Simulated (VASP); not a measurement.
# PbS (Pm-3m) in VASP: notebook

PbS is run at these levels: revPBE, PBEsol, PBE; tasks: single point.

Everything below comes from runs of VASP 6.6.1. Logs are shortened: lines on timing, memory, paths and dates and some standing lists are left out, and cuts for length are marked.

**1. The cell of the first run**

The structure is cubic, space group Pm-3m (No. 221). Conventional cell: a = 3.654 Å, b = 3.654 Å, c = 3.654 Å, α = 90.00°, β = 90.00°, γ = 90.00°. Pb (site symmetry m-3m) has 8 S at 3.16 Å and 6 Pb at 3.65 Å within 4.2 Å. Within 4.2 Å of S (site symmetry m-3m) lie 8 Pb at 3.16 Å and 6 S at 3.65 Å.

**2. Single point, revPBE**

File INCAR:

```
SYSTEM = PbS
PREC     = Accurate       ! precision mode
ENCUT    = 500            ! plane-wave cutoff, eV
EDIFF    = 1E-6           ! SCF threshold, eV
ISMEAR   = 1              ! smearing method
SIGMA    = 0.031          ! smearing width, eV
LREAL    = .False.        ! projectors in reciprocal space
LASPH    = .True.         ! aspherical terms in the spheres
NELM     = 120            ! most SCF steps
ALGO     = Normal         ! electronic algorithm
ISIF     = 2              ! what is computed and relaxed
LWAVE    = .False.        ! write WAVECAR
LCHARG   = .False.        ! write CHGCAR
GGA      = RE             ! functional
NBANDS   = 17             ! bands
GGA_COMPAT= .False.
```

File KPOINTS:

```
regular mesh
0
Gamma
  4 4 4
  0 0 0
```

File POSCAR:

```
PbS
1.0
    3.6536590000      0.0000000000      0.0000000000
    0.0000000000      3.6536590000      0.0000000000
    0.0000000000      0.0000000000      3.6536590000
Pb S
1 1
Direct
    0.0000000000      0.0000000000      0.0000000000
    0.5000000000      0.5000000000      0.5000000000
```

Potentials or basis: VASP PAW PBE potentials, release 64 (Pb_d, S).

Command:

```bash
$ cat potpaw_PBE.64/Pb_d/POTCAR potpaw_PBE.64/S/POTCAR > POTCAR
$ mpirun -np 1 vasp_std > vasp.out
```

OUTCAR:

```text
SYSTEM = PbS
   PREC = Accurate
   ENCUT = 500
   EDIFF = 1E-6
   ISMEAR = 1
   LREAL = .False.
   LASPH = .True.
   NELM = 120
   ISIF = 2
   GGA = RE

 ion  position               nearest neighbor table
   1  0.000  0.000  0.000-   2 3.16   2 3.16   2 3.16   2 3.16   2 3.16   2 3.16   2 3.16   2 3.16

   2  0.500  0.500  0.500-   1 3.16   1 3.16   1 3.16   1 3.16   1 3.16   1 3.16   1 3.16   1 3.16

  LATTYP: Found a simple cubic cell.
 ALAT       =     3.6536590000

  Lattice vectors:

 A1 = (   3.6536590000,   0.0000000000,   0.0000000000)
 A2 = (   0.0000000000,   3.6536590000,   0.0000000000)
 A3 = (   0.0000000000,   0.0000000000,   3.6536590000)

Analysis of symmetry for initial positions (statically):
=====================================================================
 Subroutine PRICEL returns:
 Original cell was already a primitive cell.

 Routine SETGRP: Setting up the symmetry group for a
 simple cubic supercell.

 Subroutine GETGRP returns: Found 48 space group operations
 (whereof 48 operations were pure point group operations)
 out of a pool of 48 trial point group operations.

The static configuration has the point symmetry O_h .

Analysis of symmetry for dynamics (positions and initial velocities):
=====================================================================
 Subroutine PRICEL returns:
 Original cell was already a primitive cell.

 Routine SETGRP: Setting up the symmetry group for a
 simple cubic supercell.

 Subroutine GETGRP returns: Found 48 space group operations
 (whereof 48 operations were pure point group operations)
 out of a pool of 48 trial point group operations.

The dynamic configuration has the point symmetry O_h .

 Subroutine INISYM returns: Found 48 space group operations
 (whereof 48 operations are pure point group operations),
 and found     1 'primitive' translations

----------------------------------------------------------------------------------------

                                     Primitive cell

  volume of cell :      48.7735

  direct lattice vectors                    reciprocal lattice vectors
     3.653659000  0.000000000  0.000000000     0.273698230  0.000000000  0.000000000
     0.000000000  3.653659000  0.000000000     0.000000000  0.273698230  0.000000000
     0.000000000  0.000000000  3.653659000     0.000000000  0.000000000  0.273698230

  length of vectors
     3.653659000  3.653659000  3.653659000     0.273698230  0.273698230  0.273698230

  position of ions in fractional coordinates (direct lattice)
     0.000000000  0.000000000  0.000000000
     0.500000000  0.500000000  0.500000000

  ion indices of the primitive-cell ions
   primitive index   ion index
                 1           1
                 2           2

----------------------------------------------------------------------------------------

 KPOINTS: regular mesh

Automatic generation of k-mesh.
 Grid dimensions read from file:
 generate k-points for:    4    4    4

 Generating k-lattice:

  Cartesian coordinates                     Fractional coordinates (reciprocal lattice)
     0.068424557  0.000000000  0.000000000     0.250000000  0.000000000  0.000000000
     0.000000000  0.068424557  0.000000000     0.000000000  0.250000000  0.000000000
     0.000000000  0.000000000  0.068424557     0.000000000  0.000000000  0.250000000

  Length of vectors
     0.068424557  0.068424557  0.068424557

  Shift w.r.t. Gamma in fractional coordinates (k-lattice)
     0.000000000  0.000000000  0.000000000

 Subroutine IBZKPT returns following result:
 ===========================================

 Found     10 irreducible k-points:

 Following reciprocal coordinates:
            Coordinates               Weight
  0.000000  0.000000  0.000000      1.000000
  0.250000  0.000000  0.000000      6.000000
  0.500000  0.000000  0.000000      3.000000
  0.250000  0.250000  0.000000     12.000000
  0.500000  0.250000  0.000000     12.000000
  0.500000  0.500000  0.000000      3.000000
  0.250000  0.250000  0.250000      8.000000
  0.500000  0.250000  0.250000     12.000000
  0.500000  0.500000  0.250000      6.000000
  0.500000  0.500000  0.500000      1.000000
   k-points           NKPTS =     10   k-points in BZ     NKDIM =     10   number of bands    NBANDS=     17
   number of dos      NEDOS =    301   number of ions     NIONS =      2
   total plane-waves  NPLWV =  21952
   dimension x,y,z NGX =    28 NGY =   28 NGZ =   28
   dimension x,y,z NGXF=    56 NGYF=   56 NGZF=   56
   ions per type =               1   1
   NGX,Y,Z   is equivalent  to a cutoff of  12.74, 12.74, 12.74 a.u.
   NGXF,Y,Z  is equivalent  to a cutoff of  25.48, 25.48, 25.48 a.u.
 SYSTEM =  PbS
   PREC   = accura    normal or accurate (medium, high low for compatibility)
   ISTART =      0    job   : 0-new  1-cont  2-samecut
   ICHARG =      2    charge: 1-file 2-atom 10-const
   ISPIN  =      1    spin polarized calculation?
   LNONCOLLINEAR =      F non collinear calculations
   LSORBIT =      F    spin-orbit coupling
   LASPH  =      T    aspherical Exc in radial PAW
   ENCUT  =  500.0 eV  36.75 Ry    6.06 a.u.   6.66  6.66  6.66*2*pi/ulx,y,z
   NELM   =    120;   NELMIN=  2; NELMDL= -5     # of ELM steps
   EDIFF  = 0.1E-05   stopping-criterion for ELM
   LREAL  =      F    real-space projection
   EDIFFG = 0.1E-04   stopping-criterion for IOM
   NSW    =      0    number of steps for IOM
   IBRION =     -1    ionic relax: 0-MD 1-quasi-New 2-CG
   NFREE  =      0    steps in history (QN), initial steepest desc. (CG)
   ISIF   =      2    stress and relaxation
   ISYM   =      2    0-nonsym 1-usesym 2-fastsym
   POTIM  = 0.5000    time-step for ionic-motion
   TEBEG  =    0.0;   TEEND  =   0.0 temperature during run
   PSTRESS=    0.0 pullay stress
   NELECT =      20.0000    total number of electrons
   NUPDOWN=      -1.0000    fix difference up-down
   EMIN   =  10.00;   EMAX   =-10.00  energy-range for DOS
   EFERMI =   0.00;   METHOD = LEGACY
   ISMEAR =     1;   SIGMA  =   0.03  broadening in eV -4-tet -1-fermi 0-gaus
   EFERMI_NEDOS =   21; number of points for ismear=-14 and -15
   IALGO  =     38    algorithm
   IMIX   =      4    mixing-type and parameters
     AMIX     =   0.40;   BMIX     =  1.00
     AMIX_MAG =   1.60;   BMIX_MAG =  1.00
  volume/ion in A,a.u.               =      24.39       164.57
  Fermi-wavevector in a.u.,A,eV,Ry     =   1.216252  2.298383 20.126668  1.479268
  Thomas-Fermi vector in A             =   2.351612
   LORBIT       =      0    0 simple, 1 ext, 2 COOP (PROOUT), +10 PAW based schemes
   GGA     = RE    functional components
   LHFCALC =     F    Hartree Fock is set to
   AEXX    =    0.0000 exact exchange contribution
   IVDW    =     0    specifies the selected vdW correction
   LEPSILON=     F    determine dielectric tensor
   LRPA    =     F    only Hartree local field effects (RPA)
 non-spin polarized calculation
 Methfessel and Paxton  Order N= 1 SIGMA  =   0.03
  energy-cutoff  :      500.00
  volume of cell :       48.77
 maximum number of plane-waves:      1250
 NGX is ok and might be reduce to    28
   NGX = 13   NGY = 13   NGZ = 13

 number of electron      19.9999995 magnetization

 Free energy of the ion-electron system (eV)
  ---------------------------------------------------
  ext. energy  EPLUGINS =         0.00000000
  ---------------------------------------------------
  free energy    TOTEN  =        -7.55827434 eV

  energy without entropy =       -7.55835859  energy(sigma->0) =       -7.55830242

 E-fermi :   6.0531     XC(G=0): -10.0776

 val. band max:        5.9234794294   @ k =   0.5000   0.5000   0.0000
 cond. band min:       6.0792009609   @ k =   0.5000   0.0000   0.0000
 fundamental gap:      0.1557215315
 Fermi energy:         6.0531026080

 k-point     1 :       0.0000    0.0000    0.0000
  band No.  band energies     occupation
      1     -10.8075      2.00000
      2     -10.8075      2.00000
      3     -10.5972      2.00000
      4     -10.5972      2.00000
      5     -10.5972      2.00000
      6      -6.9199      2.00000
[... 9 lines left out ...]
     16      18.9481      0.00000
     17      18.9520      0.00000

 k-point     2 :       0.2500    0.0000    0.0000
  band No.  band energies     occupation
      1     -10.8027      2.00000
      2     -10.7305      2.00000
      3     -10.6256      2.00000
      4     -10.6256      2.00000
      5     -10.5944      2.00000
      6      -6.4164      2.00000
[... 9 lines left out ...]
     16      17.4745      0.00000
     17      18.9429      0.00000

 k-point     3 :       0.5000    0.0000    0.0000
  band No.  band energies     occupation
      1     -10.7979      2.00000
      2     -10.6542      2.00000
      3     -10.6538      2.00000
      4     -10.6538      2.00000
      5     -10.5916      2.00000
      6      -5.6302      2.00000
[... 9 lines left out ...]
     16      18.9154      0.00000
     17      20.0683      0.00000

 k-point     4 :       0.2500    0.2500    0.0000
  band No.  band energies     occupation
      1     -10.7638      2.00000
      2     -10.6847      2.00000
      3     -10.6697      2.00000
      4     -10.6230      2.00000
      5     -10.6203      2.00000
      6      -5.9483      2.00000
[... 9 lines left out ...]
     16      16.4507      0.00000
     17      16.6579      0.00000

 k-point     5 :       0.5000    0.2500    0.0000
  band No.  band energies     occupation
      1     -10.7504      2.00000
      2     -10.7123      2.00000
      3     -10.6486      2.00000
      4     -10.6176      2.00000
      5     -10.6137      2.00000
      6      -5.2843      2.00000
[... 9 lines left out ...]
     16      17.1199      0.00000
     17      18.0185      0.00000

 k-point     6 :       0.5000    0.5000    0.0000
  band No.  band energies     occupation
      1     -10.7681      2.00000
      2     -10.7237      2.00000
      3     -10.6434      2.00000
      4     -10.6434      2.00000
      5     -10.5524      2.00000
      6      -4.8787      2.00000
[... 9 lines left out ...]
     16      15.6859      0.00000
     17      15.7527      0.00000

 k-point     7 :       0.2500    0.2500    0.2500
  band No.  band energies     occupation
      1     -10.6817      2.00000
      2     -10.6817      2.00000
      3     -10.6722      2.00000
      4     -10.6530      2.00000
      5     -10.6530      2.00000
      6      -5.5522      2.00000
[... 9 lines left out ...]
     16      16.6665      0.00000
     17      19.5513      0.00000

 k-point     8 :       0.5000    0.2500    0.2500
  band No.  band energies     occupation
      1     -10.7075      2.00000
      2     -10.6866      2.00000
      3     -10.6774      2.00000
      4     -10.6503      2.00000
      5     -10.5982      2.00000
      6      -5.0408      2.00000
[... 9 lines left out ...]
     16      16.6382      0.00000
     17      20.0443      0.00000

 k-point     9 :       0.5000    0.5000    0.2500
  band No.  band energies     occupation
      1     -10.7440      2.00000
      2     -10.6819      2.00000
      3     -10.6819      2.00000
      4     -10.6367      2.00000
      5     -10.5508      2.00000
      6      -4.7661      2.00000
[... 9 lines left out ...]
     16      18.0509      0.00000
     17      20.7726      0.00000

 k-point    10 :       0.5000    0.5000    0.5000
  band No.  band energies     occupation
      1     -10.7198      2.00000
      2     -10.7198      2.00000
      3     -10.7198      2.00000
      4     -10.5492      2.00000
      5     -10.5492      2.00000
      6      -4.6427      2.00000
[... 9 lines left out ...]
     16      19.9664      0.00000
     17      22.5426      0.00000

------------------------ aborting loop because EDIFF is reached ----------------------------------------

  FORCE on cell =-STRESS in cart. coord.  units (eV):
  Direction    XX          YY          ZZ          XY          YZ          ZX
  --------------------------------------------------------------------------------------
  -------------------------------------------------------------------------------------
  Total        0.1960399      0.1960399      0.1960399     -0.0000000     -0.0000000      0.0000000
  in kB        6.4397783      6.4397783      6.4397783     -0.0000000     -0.0000000      0.0000000
  external PRESSURE =       6.4397783 kB  Pullay stress =       0.0000000 kB

 VOLUME and BASIS-vectors are now :
 -----------------------------------------------------------------------------
  energy-cutoff  :      500.00
  volume of cell :       48.77
      direct lattice vectors                 reciprocal lattice vectors
     3.653659000  0.000000000  0.000000000     0.273698230  0.000000000  0.000000000
     0.000000000  3.653659000  0.000000000     0.000000000  0.273698230  0.000000000
     0.000000000  0.000000000  3.653659000     0.000000000  0.000000000  0.273698230

 POSITION                                       TOTAL-FORCE (eV/Angst)
 -----------------------------------------------------------------------------------
      0.00000      0.00000      0.00000         0.000000      0.000000      0.000000
      1.82683      1.82683      1.82683         0.000000      0.000000      0.000000
 -----------------------------------------------------------------------------------
    total drift:                               -0.000000      0.000000      0.000000

  FREE ENERGIE OF THE ION-ELECTRON SYSTEM (eV)
  ---------------------------------------------------
  free  energy   TOTEN  =        -7.5582743353 eV

  energy  without entropy=       -7.5583585866  energy(sigma->0) =       -7.55830242
```

It took 5.6 s on 1 thread of AMD EPYC 9R45 (Zen 5), shared host; peak memory 0.12 GiB.

What came out:

| Property | Result |
| --- | --- |
| Free energy | -7.5583 eV |
| Pressure | 0.6 GPa |
| Band gap on the k mesh | zero (band 10 reaches 6.08 eV, above the bottom of band 11 at 5.77 eV) |

Caveat: the k points lie up to 0.43 Å⁻¹ apart; the PAW data sets were made with another functional, which shifts forces and pressure a little; spin-orbit coupling is left out, which moves the levels of the heavy elements.

(Continued in part 2 of 2.)
